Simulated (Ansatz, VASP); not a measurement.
**Ga: VASP beside Ansatz**

```
CELL_PARAMETERS angstrom
-1.38440 1.38440 2.31122
1.38440 -1.38440 2.31122
1.38440 1.38440 -2.31122
ATOMIC_POSITIONS crystal
Ga 0.00000 0.00000 0.00000
```

Alike in both runs: task relaxation of cell and atoms; functional LDA; k mesh 13 × 13 × 13; occupations fermi-dirac, width 0.05 eV; no spin polarisation.

|  | VASP | Ansatz |
| --- | --- | --- |
| version | VASP 6.6.1 | Ansatz 0.2.0 |
| potentials or method | VASP PAW LDA potentials, release 64 (Ga_d) | Ansatz PAW |
| plane-wave cutoff (eV) | 600 | 420 |
| valence electrons in the cell | 13 | 13 |

|  | VASP | Ansatz | Ansatz less VASP |
| --- | --- | --- | --- |
| gap on the k mesh at the Fermi level, each at its own relaxed structure (eV) | none | none | - |
| relaxed volume (Å³/atom) | 17.05 | 17.04 | -0.009 |
| relaxed length of the cell vector where the two differ most in proportion (Å) | 2.992 | 2.991 | -0.0009 |

LDA's correlation is that of Perdew and Zunger in VASP and of Perdew and Wang (1992) in Ansatz. A gap of «none» marks a metal or a gap that the smearing closes.

Noted on Ansatz's run: the plane-wave basis is chosen anew once the cell has moved, so the energies of steps on either side of that aren't comparable.
